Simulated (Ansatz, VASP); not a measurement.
# Be in VASP and in Ansatz

INCAR

```
ALGO     = Normal         # electronic algorithm
EDIFF    = 1E-6           # SCF threshold, eV
ENCUT    = 520            # plane-wave cutoff, eV
GGA      = PS             # functional
ISIF     = 2              # what is computed and relaxed
ISMEAR   = 0              # smearing method
LASPH    = T              # aspherical terms in the spheres
LCHARG   = T              # write CHGCAR
LELF     = T              # ELF
LREAL    = F              # projectors in reciprocal space
LVHAR    = T            
LWAVE    = F              # write WAVECAR
NBANDS   = 7              # bands
NELM     = 60             # most SCF steps
PREC     = Accurate       # precision mode
SIGMA    = 0.1            # smearing width, eV
```

The input KPOINTS:

```
k-points
0
Gamma
  8 8 8
```

The input POSCAR:

```
Be
1.0
    2.0256478605      0.0000000000      0.0000000000
    0.0000000000      2.0256478605      0.0000000000
    0.0000000000      0.0000000000      2.0256478605
Be
1
Direct
    0.0000000000      0.0000000000      0.0000000000
```

Input for Ansatz:

```yaml
crystal:
  lattice:
    - [2.0256478605, 0.0, 0.0]
    - [0.0, 2.0256478605, 0.0]
    - [0.0, 0.0, 2.0256478605]
  atoms:
    - { symbol: Be, position: [0.0, 0.0, 0.0] }
basis:
  ecutwfc: 420
kpoints:
  mp_grid: { grid: [8, 8, 8] }
hamiltonian:
  xc: pbesol
scf:
  occupations: { method: gaussian, width: 0.1 }
  lower_state_search: "off"
output:
  forces: true
  stress: true
  eigenvalues: true
```

Alike in both runs: task single point; functional PBEsol; k mesh 8 × 8 × 8; occupations gaussian, width 0.1 eV; no spin polarisation.

|  | VASP | Ansatz |
| --- | --- | --- |
| version | VASP 6.6.1 | Ansatz 0.2.0 |
| potentials or method | VASP PAW PBE potentials, release 64 (Be), cutoff 520 eV | scalar-relativistic, plane waves, PAW |
| valence electrons in the cell | 2 | 2 |

VASP gave:

* gap on the k mesh at the Fermi level (eV): none
* pressure (GPa): 21.7

Q: Estimate Ansatz's values.

A: gap on the k mesh at the Fermi level (eV): none; pressure (GPa): 21.3.

VASP's potentials were made for PBE, not for PBEsol. A gap of «none» marks a metal or a gap that the smearing closes.

The k mesh is coarse, so the values compare programs but aren't converged.
